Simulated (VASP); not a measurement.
# S (Pm-3m) in VASP: a series of runs

S is run at these levels: PBE; tasks: single point, relaxation of cell and atoms.

Program: VASP 6.6.1. These are calculated values, not measurements. Logs are shortened: lines on timing, memory, paths and dates and some standing lists are left out, and cuts for length are marked.

## 1. The cell of the first run

It takes space group Pm-3m (No. 221, cubic). The conventional cell has a = 2.579 Å, b = 2.579 Å, c = 2.579 Å, α = 90.00°, β = 90.00°, γ = 90.00°. Within 3.4 Å of S (site symmetry m-3m) lie 6 S at 2.58 Å.

## 2. Single point, PBE

INCAR reads:

```
  PREC = Accurate
  ENCUT = 520
  EDIFF = 1E-6
  ISMEAR = 0
  SIGMA = 0.05
  LREAL = F
  LASPH = T
  NELM = 80
  ALGO = Normal
  ISIF = 2
  LWAVE = F
  LCHARG = F
  GGA = PE
  NBANDS = 9
```

KPOINTS reads:

```
regular mesh
0
Gamma
  15 15 15
```

POSCAR reads:

```
S
1.0
    2.5792911583      0.0000000000      0.0000000000
    0.0000000000      2.5792911583      0.0000000000
    0.0000000000      0.0000000000      2.5792911583
S
1
Direct
    0.0000000000      0.0000000000      0.0000000000
```

Potentials or basis: VASP PAW PBE potentials, release 64 (S).

The run is started by

```
$ cat potpaw_PBE.64/S/POTCAR > POTCAR
$ mpirun -np 1 vasp_std > vasp.out
```

OUTCAR:

```text
PREC = Accurate
   ENCUT = 520
   EDIFF = 1E-6
   ISMEAR = 0
   LREAL = F
   LASPH = T
   NELM = 80
   ISIF = 2
   GGA = PE

 ion  position               nearest neighbor table
   1  0.000  0.000  0.000-

  LATTYP: Found a simple cubic cell.
 ALAT       =     2.5792911583

  Lattice vectors:

 A1 = (   2.5792911583,   0.0000000000,   0.0000000000)
 A2 = (   0.0000000000,   2.5792911583,   0.0000000000)
 A3 = (   0.0000000000,   0.0000000000,   2.5792911583)

Analysis of symmetry for initial positions (statically):
=====================================================================
 Subroutine PRICEL returns:
 Original cell was already a primitive cell.

 Routine SETGRP: Setting up the symmetry group for a
 simple cubic supercell.

 Subroutine GETGRP returns: Found 48 space group operations
 (whereof 48 operations were pure point group operations)
 out of a pool of 48 trial point group operations.

The static configuration has the point symmetry O_h .

Analysis of symmetry for dynamics (positions and initial velocities):
=====================================================================
 Subroutine PRICEL returns:
 Original cell was already a primitive cell.

 Routine SETGRP: Setting up the symmetry group for a
 simple cubic supercell.

 Subroutine GETGRP returns: Found 48 space group operations
 (whereof 48 operations were pure point group operations)
 out of a pool of 48 trial point group operations.

The dynamic configuration has the point symmetry O_h .

 Subroutine INISYM returns: Found 48 space group operations
 (whereof 48 operations are pure point group operations),
 and found     1 'primitive' translations

----------------------------------------------------------------------------------------

                                     Primitive cell

  volume of cell :      17.1594

  direct lattice vectors                    reciprocal lattice vectors
     2.579291158  0.000000000  0.000000000     0.387703419  0.000000000  0.000000000
     0.000000000  2.579291158  0.000000000     0.000000000  0.387703419  0.000000000
     0.000000000  0.000000000  2.579291158     0.000000000  0.000000000  0.387703419

  length of vectors
     2.579291158  2.579291158  2.579291158     0.387703419  0.387703419  0.387703419

  position of ions in fractional coordinates (direct lattice)
     0.000000000  0.000000000  0.000000000

  ion indices of the primitive-cell ions
   primitive index   ion index
                 1           1
[... 70 lines left out ...]
   ENCUT  =  520.0 eV  38.22 Ry    6.18 a.u.   4.80  4.80  4.80*2*pi/ulx,y,z
   NELM   =     80;   NELMIN=  2; NELMDL= -5     # of ELM steps
   EDIFF  = 0.1E-05   stopping-criterion for ELM
   LREAL  =      F    real-space projection
   EDIFFG = 0.1E-04   stopping-criterion for IOM
   NSW    =      0    number of steps for IOM
   IBRION =     -1    ionic relax: 0-MD 1-quasi-New 2-CG
   NFREE  =      0    steps in history (QN), initial steepest desc. (CG)
   ISIF   =      2    stress and relaxation
   ISYM   =      2    0-nonsym 1-usesym 2-fastsym
   POTIM  = 0.5000    time-step for ionic-motion
   TEBEG  =    0.0;   TEEND  =   0.0 temperature during run
   PSTRESS=    0.0 pullay stress
   NELECT =       6.0000    total number of electrons
   NUPDOWN=      -1.0000    fix difference up-down
   EMIN   =  10.00;   EMAX   =-10.00  energy-range for DOS
   EFERMI =   0.00;   METHOD = LEGACY
   ISMEAR =     0;   SIGMA  =   0.05  broadening in eV -4-tet -1-fermi 0-gaus
   EFERMI_NEDOS =   21; number of points for ismear=-14 and -15
   IALGO  =     38    algorithm
   IMIX   =      4    mixing-type and parameters
     AMIX     =   0.40;   BMIX     =  1.00
     AMIX_MAG =   1.60;   BMIX_MAG =  1.00
  volume/ion in A,a.u.               =      17.16       115.80
  Fermi-wavevector in a.u.,A,eV,Ry     =   1.153342  2.179501 18.098448  1.330198
  Thomas-Fermi vector in A             =   2.289987
   LORBIT       =      0    0 simple, 1 ext, 2 COOP (PROOUT), +10 PAW based schemes
   GGA     = PE    functional components
   LHFCALC =     F    Hartree Fock is set to
   AEXX    =    0.0000 exact exchange contribution
   IVDW    =     0    specifies the selected vdW correction
   LEPSILON=     F    determine dielectric tensor
   LRPA    =     F    only Hartree local field effects (RPA)
 non-spin polarized calculation
 Gauss-broadening in eV      SIGMA  =   0.05
  energy-cutoff  :      520.00
  volume of cell :       17.16
 maximum number of plane-waves:       472
 NGX is ok and might be reduce to    20
   NGX =  9   NGY =  9   NGZ =  9

 number of electron       5.9999998 magnetization

 Free energy of the ion-electron system (eV)
  ---------------------------------------------------
  ext. energy  EPLUGINS =         0.00000000
  ---------------------------------------------------
  free energy    TOTEN  =        -3.51537392 eV

  energy without entropy =       -3.51406999  energy(sigma->0) =       -3.51472195

 E-fermi :   6.9904     XC(G=0): -10.5693

 val. band max:        6.9895765726   @ k =   0.4000   0.2667   0.2000
 cond. band min:       6.9911430653   @ k =   0.3333   0.3333   0.2000
 fundamental gap:      0.0015664927
 Fermi energy:         6.9903956068

 k-point     1 :       0.0000    0.0000    0.0000
  band No.  band energies     occupation
      1      -9.9856      2.00000
      2       8.4704      0.00000
      3       8.4704      0.00000
      4       8.4704      0.00000
      5      14.3760      0.00000
      6      14.3760      0.00000
      7      17.3321      0.00000
      8      28.6506      0.00000
      9      28.6506      0.00000
[... 265 lines left out ...]
 k-point    24 :       0.3333    0.2000    0.0000
  band No.  band energies     occupation
      1      -7.5458      2.00000
      2       1.5617      2.00000
      3       5.6333      2.00000
      4       9.9534      0.00000
      5      16.4057      0.00000
      6      17.8352      0.00000
      7      22.7528      0.00000
      8      22.8011      0.00000
      9      25.2971      0.00000

 [... further k-points ...]
[... 5 lines left out ...]
  --------------------------------------------------------------------------------------
  -------------------------------------------------------------------------------------
  Total       -0.0140834     -0.0140834     -0.0140834      0.0000000      0.0000000     -0.0000000
  in kB       -1.3149736     -1.3149736     -1.3149736      0.0000000      0.0000000     -0.0000000
  external PRESSURE =      -1.3149736 kB  Pullay stress =       0.0000000 kB

 VOLUME and BASIS-vectors are now :
 -----------------------------------------------------------------------------
  energy-cutoff  :      520.00
  volume of cell :       17.16
      direct lattice vectors                 reciprocal lattice vectors
     2.579291158  0.000000000  0.000000000     0.387703419  0.000000000  0.000000000
     0.000000000  2.579291158  0.000000000     0.000000000  0.387703419  0.000000000
     0.000000000  0.000000000  2.579291158     0.000000000  0.000000000  0.387703419

 POSITION                                       TOTAL-FORCE (eV/Angst)
 -----------------------------------------------------------------------------------
      0.00000      0.00000      0.00000         0.000000      0.000000      0.000000
 -----------------------------------------------------------------------------------
    total drift:                                0.000000     -0.000000      0.000000

  FREE ENERGIE OF THE ION-ELECTRON SYSTEM (eV)
  ---------------------------------------------------
  free  energy   TOTEN  =        -3.5153739156 eV

  energy  without entropy=       -3.5140699891  energy(sigma->0) =       -3.51472195
```

Run time: 5.2 s. Hardware: 1 thread of Intel Xeon 6975P-C (Granite Rapids), shared host; peak memory 0.12 GiB.

What came out:

- Free energy: -3.5154 eV
- Pressure: -0.1 GPa
- Band gap on the k mesh: zero (band 3 reaches 9.97 eV, above the bottom of band 4 at 3.30 eV)

Levels at points of the mesh, in eV from the Fermi level:
```
           k point  band 1  band 2  band 3  band 4  band 5  band 6  band 7  band 8
(0.00, 0.00, 0.00)  -16.98    1.48    1.48    1.48    7.39    7.39   10.34   21.66
```

## 3. Single point, PBE

INCAR reads:

```
SYSTEM = S
  PREC = Accurate
  ENCUT = 520
  EDIFF = 1E-6
  ISMEAR = 0
  SIGMA = 0.05
  LREAL = .False.
  LASPH = .True.
  NELM = 60
  ALGO = Normal
  ISIF = 2
  LWAVE = .False.
  LCHARG = .False.
  GGA = PE
  NBANDS = 9
```

KPOINTS reads:

```
Automatic mesh
0
Gamma
  16 16 16
  0 0 0
```

POSCAR is that of step 2.

Potentials or basis: VASP PAW PBE potentials, release 64 (S).

The run is started by

```
$ cat potpaw_PBE.64/S/POTCAR > POTCAR
$ mpirun -np 1 vasp_std > vasp.out
```

OUTCAR:

```text
SYSTEM = S
   PREC = Accurate
   ENCUT = 520
   EDIFF = 1E-6
   ISMEAR = 0
   LREAL = .False.
   LASPH = .True.
   NELM = 60
   ISIF = 2
   GGA = PE

 ion  position               nearest neighbor table
   1  0.000  0.000  0.000-

  LATTYP: Found a simple cubic cell.
 ALAT       =     2.5792911583

  Lattice vectors:

 A1 = (   2.5792911583,   0.0000000000,   0.0000000000)
 A2 = (   0.0000000000,   2.5792911583,   0.0000000000)
 A3 = (   0.0000000000,   0.0000000000,   2.5792911583)

Analysis of symmetry for initial positions (statically):
=====================================================================
 Subroutine PRICEL returns:
 Original cell was already a primitive cell.

 Routine SETGRP: Setting up the symmetry group for a
 simple cubic supercell.

 Subroutine GETGRP returns: Found 48 space group operations
 (whereof 48 operations were pure point group operations)
 out of a pool of 48 trial point group operations.

The static configuration has the point symmetry O_h .

Analysis of symmetry for dynamics (positions and initial velocities):
=====================================================================
 Subroutine PRICEL returns:
 Original cell was already a primitive cell.

 Routine SETGRP: Setting up the symmetry group for a
 simple cubic supercell.

 Subroutine GETGRP returns: Found 48 space group operations
 (whereof 48 operations were pure point group operations)
 out of a pool of 48 trial point group operations.

The dynamic configuration has the point symmetry O_h .

 Subroutine INISYM returns: Found 48 space group operations
 (whereof 48 operations are pure point group operations),
 and found     1 'primitive' translations

----------------------------------------------------------------------------------------

                                     Primitive cell

  volume of cell :      17.1594

  direct lattice vectors                    reciprocal lattice vectors
     2.579291158  0.000000000  0.000000000     0.387703419  0.000000000  0.000000000
     0.000000000  2.579291158  0.000000000     0.000000000  0.387703419  0.000000000
     0.000000000  0.000000000  2.579291158     0.000000000  0.000000000  0.387703419

  length of vectors
     2.579291158  2.579291158  2.579291158     0.387703419  0.387703419  0.387703419

  position of ions in fractional coordinates (direct lattice)
     0.000000000  0.000000000  0.000000000

  ion indices of the primitive-cell ions
   primitive index   ion index
                 1           1

----------------------------------------------------------------------------------------

 KPOINTS: Automatic mesh

Automatic generation of k-mesh.
 Grid dimensions read from file:
 generate k-points for:   16   16   16

 Generating k-lattice:

  Cartesian coordinates                     Fractional coordinates (reciprocal lattice)
     0.024231464  0.000000000  0.000000000     0.062500000  0.000000000  0.000000000
     0.000000000  0.024231464  0.000000000     0.000000000  0.062500000  0.000000000
     0.000000000  0.000000000  0.024231464     0.000000000  0.000000000  0.062500000

  Length of vectors
     0.024231464  0.024231464  0.024231464

  Shift w.r.t. Gamma in fractional coordinates (k-lattice)
     0.000000000  0.000000000  0.000000000

 Subroutine IBZKPT returns following result:
 ===========================================

 Found    165 irreducible k-points:

 Following reciprocal coordinates:
            Coordinates               Weight
  0.000000  0.000000  0.000000      1.000000
  0.062500  0.000000  0.000000      6.000000
  0.125000  0.000000  0.000000      6.000000
  0.187500  0.000000  0.000000      6.000000
  0.250000  0.000000  0.000000      6.000000
  0.312500  0.000000  0.000000      6.000000
[... 16 lines left out ...]
  0.437500  0.125000  0.000000     24.000000
  0.500000  0.125000  0.000000     12.000000
 [... further k-points ...]
   k-points           NKPTS =    165   k-points in BZ     NKDIM =    165   number of bands    NBANDS=      9
   number of dos      NEDOS =    301   number of ions     NIONS =      1
   total plane-waves  NPLWV =   8000
   dimension x,y,z NGX =    20 NGY =   20 NGZ =   20
   dimension x,y,z NGXF=    40 NGYF=   40 NGZF=   40
   ions per type =               1
   NGX,Y,Z   is equivalent  to a cutoff of  12.89, 12.89, 12.89 a.u.
   NGXF,Y,Z  is equivalent  to a cutoff of  25.78, 25.78, 25.78 a.u.
 SYSTEM =  S
   PREC   = accura    normal or accurate (medium, high low for compatibility)
   ISTART =      0    job   : 0-new  1-cont  2-samecut
   ICHARG =      2    charge: 1-file 2-atom 10-const
   ISPIN  =      1    spin polarized calculation?
   LNONCOLLINEAR =      F non collinear calculations
   LSORBIT =      F    spin-orbit coupling
   LASPH  =      T    aspherical Exc in radial PAW
   ENCUT  =  520.0 eV  38.22 Ry    6.18 a.u.   4.80  4.80  4.80*2*pi/ulx,y,z
   NELM   =     60;   NELMIN=  2; NELMDL= -5     # of ELM steps
   EDIFF  = 0.1E-05   stopping-criterion for ELM
   LREAL  =      F    real-space projection
   EDIFFG = 0.1E-04   stopping-criterion for IOM
   NSW    =      0    number of steps for IOM
   IBRION =     -1    ionic relax: 0-MD 1-quasi-New 2-CG
   NFREE  =      0    steps in history (QN), initial steepest desc. (CG)
   ISIF   =      2    stress and relaxation
   ISYM   =      2    0-nonsym 1-usesym 2-fastsym
   POTIM  = 0.5000    time-step for ionic-motion
   TEBEG  =    0.0;   TEEND  =   0.0 temperature during run
   PSTRESS=    0.0 pullay stress
   NELECT =       6.0000    total number of electrons
   NUPDOWN=      -1.0000    fix difference up-down
   EMIN   =  10.00;   EMAX   =-10.00  energy-range for DOS
   EFERMI =   0.00;   METHOD = LEGACY
   ISMEAR =     0;   SIGMA  =   0.05  broadening in eV -4-tet -1-fermi 0-gaus
   EFERMI_NEDOS =   21; number of points for ismear=-14 and -15
   IALGO  =     38    algorithm
   IMIX   =      4    mixing-type and parameters
     AMIX     =   0.40;   BMIX     =  1.00
     AMIX_MAG =   1.60;   BMIX_MAG =  1.00
  volume/ion in A,a.u.               =      17.16       115.80
  Fermi-wavevector in a.u.,A,eV,Ry     =   1.153342  2.179501 18.098448  1.330198
  Thomas-Fermi vector in A             =   2.289987
   LORBIT       =      0    0 simple, 1 ext, 2 COOP (PROOUT), +10 PAW based schemes
   GGA     = PE    functional components
   LHFCALC =     F    Hartree Fock is set to
   AEXX    =    0.0000 exact exchange contribution
   IVDW    =     0    specifies the selected vdW correction
   LEPSILON=     F    determine dielectric tensor
   LRPA    =     F    only Hartree local field effects (RPA)
 non-spin polarized calculation
 Gauss-broadening in eV      SIGMA  =   0.05
  energy-cutoff  :      520.00
  volume of cell :       17.16
 maximum number of plane-waves:       480
 NGX is ok and might be reduce to    20
   NGX =  9   NGY =  9   NGZ =  9

 number of electron       5.9999998 magnetization

 Free energy of the ion-electron system (eV)
  ---------------------------------------------------
  ext. energy  EPLUGINS =         0.00000000
  ---------------------------------------------------
  free energy    TOTEN  =        -3.51329088 eV

  energy without entropy =       -3.51308877  energy(sigma->0) =       -3.51318982

 E-fermi :   6.8821     XC(G=0): -10.5676

 val. band max:        6.8050207964   @ k =   0.1875   0.1250   0.0625
 cond. band min:       6.8865275039   @ k =   0.5000   0.4375   0.2500
 fundamental gap:      0.0815067075
 Fermi energy:         6.8821218508

 k-point     1 :       0.0000    0.0000    0.0000
  band No.  band energies     occupation
      1      -9.9836      2.00000
      2       8.4726      0.00000
      3       8.4726      0.00000
      4       8.4726      0.00000
      5      14.3776      0.00000
      6      14.3776      0.00000
      7      17.3353      0.00000
      8      28.6525      0.00000
      9      28.6525      0.00000

 k-point     2 :       0.0625    0.0000    0.0000
  band No.  band energies     occupation
      1      -9.9147      2.00000
      2       7.7745      0.00000
      3       8.5190      0.00000
      4       8.5190      0.00000
      5      14.4366      0.00000
      6      14.9851      0.00000
      7      17.6046      0.00000
      8      28.0763      0.00000
      9      28.0769      0.00000
[... 253 lines left out ...]
 k-point    24 :       0.5000    0.1250    0.0000
  band No.  band energies     occupation
      1      -6.9645      2.00000
      2      -0.7973      2.00000
      3       8.1360      0.00000
      4      10.1602      0.00000
      5      17.2310      0.00000
      6      17.6902      0.00000
      7      21.0648      0.00000
      8      21.9326      0.00000
      9      23.6927      0.00000

 [... further k-points ...]
[... 5 lines left out ...]
  --------------------------------------------------------------------------------------
  -------------------------------------------------------------------------------------
  Total       -0.0136383     -0.0136383     -0.0136383     -0.0000000      0.0000000     -0.0000000
  in kB       -1.2734102     -1.2734102     -1.2734102     -0.0000000      0.0000000     -0.0000000
  external PRESSURE =      -1.2734102 kB  Pullay stress =       0.0000000 kB

 VOLUME and BASIS-vectors are now :
 -----------------------------------------------------------------------------
  energy-cutoff  :      520.00
  volume of cell :       17.16
      direct lattice vectors                 reciprocal lattice vectors
     2.579291158  0.000000000  0.000000000     0.387703419  0.000000000  0.000000000
     0.000000000  2.579291158  0.000000000     0.000000000  0.387703419  0.000000000
     0.000000000  0.000000000  2.579291158     0.000000000  0.000000000  0.387703419

 POSITION                                       TOTAL-FORCE (eV/Angst)
 -----------------------------------------------------------------------------------
      0.00000      0.00000      0.00000         0.000000      0.000000      0.000000
 -----------------------------------------------------------------------------------
    total drift:                               -0.000000     -0.000000      0.000000

  FREE ENERGIE OF THE ION-ELECTRON SYSTEM (eV)
  ---------------------------------------------------
  free  energy   TOTEN  =        -3.5132908763 eV

  energy  without entropy=       -3.5130887687  energy(sigma->0) =       -3.51318982
```

OSZICAR:

```text
N       E                     dE             d eps       ncg     rms          rms(c)
DAV:   1     0.854172854113E+01    0.85417E+01   -0.29280E+03  3026   0.555E+02
DAV:   2    -0.322802397045E+01   -0.11770E+02   -0.11330E+02  4155   0.797E+01
DAV:   3    -0.350602394270E+01   -0.27800E+00   -0.27561E+00  3535   0.107E+01
DAV:   4    -0.350692276789E+01   -0.89883E-03   -0.89878E-03  4340   0.707E-01
DAV:   5    -0.350692388529E+01   -0.11174E-05   -0.11170E-05  3600   0.186E-02    0.980E+00
DAV:   6    -0.351052434526E+01   -0.36005E-02   -0.67120E-04  3734   0.219E-01    0.589E+00
DAV:   7    -0.351319956678E+01   -0.26752E-02   -0.17116E-03  3184   0.339E-01    0.652E-02
DAV:   8    -0.351327370092E+01   -0.74134E-04   -0.70805E-05  3615   0.588E-02    0.203E-02
DAV:   9    -0.351329044774E+01   -0.16747E-04   -0.16411E-05  3243   0.270E-02    0.605E-03
DAV:  10    -0.351329087630E+01   -0.42857E-06   -0.23527E-06  3317   0.897E-03
   1 F= -.35132909E+01 E0= -.35131898E+01  d E =-.202108E-03
```

Run time: 6.9 s. Hardware: 1 thread of Intel Xeon 6975P-C (Granite Rapids), shared host; peak memory 0.13 GiB.

Results:

| Quantity | Value |
| --- | --- |
| Free energy | -3.5133 eV |
| Pressure | -0.1 GPa |
| Band gap on the k mesh | zero (band 3 reaches 10.00 eV, above the bottom of band 4 at 3.21 eV) |

Levels at points of the mesh, in eV from the Fermi level:
| k point | band 1 | band 2 | band 3 | band 4 | band 5 | band 6 | band 7 | band 8 |
| --- | --- | --- | --- | --- | --- | --- | --- | --- |
| (0.00, 0.00, 0.00) | -16.87 | 1.59 | 1.59 | 1.59 | 7.50 | 7.50 | 10.45 | 21.77 |
| (0.50, 0.00, 0.00) | -14.12 | -7.93 | 3.11 | 3.11 | 9.54 | 13.75 | 13.96 | 13.96 |
| (0.50, 0.50, 0.00) | -11.36 | -5.65 | -5.65 | 2.78 | 4.46 | 14.04 | 15.90 | 15.90 |
| (0.50, 0.50, 0.50) | -8.46 | -3.68 | -3.68 | -3.68 | 5.89 | 5.89 | 5.89 | 12.11 |

(Continued in part 2 of 2.)
